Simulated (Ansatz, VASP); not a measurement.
## Two plane-wave programs on KMgF3

```
CELL_PARAMETERS angstrom
4.05157 0.00000 0.00000
0.00000 4.05157 0.00000
0.00000 0.00000 4.05157
ATOMIC_POSITIONS crystal
K 0.50000 0.50000 0.50000
Mg 0.00000 0.00000 0.00000
F 0.50000 0.00000 0.00000
F 0.00000 0.50000 0.00000
F 0.00000 0.00000 0.50000
```

Alike in both runs: functional PBE; k mesh 3 × 3 × 3; occupations gaussian, width 0.15 eV; no spin polarisation.

Ansatz relaxed the structure, and its values are those at the end. VASP's run is a single point on that final structure, the one shown.

|  | VASP | Ansatz |
| --- | --- | --- |
| version | VASP 6.6.1 | Ansatz 0.2.0 |
| potentials or method | VASP PAW PBE potentials, release 64 (K_sv, Mg, F), cutoff 600 eV | scalar-relativistic, plane waves, PAW |
| valence electrons in the cell | 32 | 40 |

Ansatz gave:

* gap on the k mesh at the Fermi level (eV): 7.12
* least direct gap on the mesh (eV): 7.29
* pressure (GPa): 0.1

Problem. Estimate VASP's values.

Solution. gap on the k mesh at the Fermi level (eV): 7.09; least direct gap on the mesh (eV): 7.27; pressure (GPa): -0.4.

VASP's potentials hold 32 valence electrons a cell and Ansatz's 40, so a difference there can come from the potentials and not from the codes.

The k mesh is coarse, so the values compare programs but aren't converged.
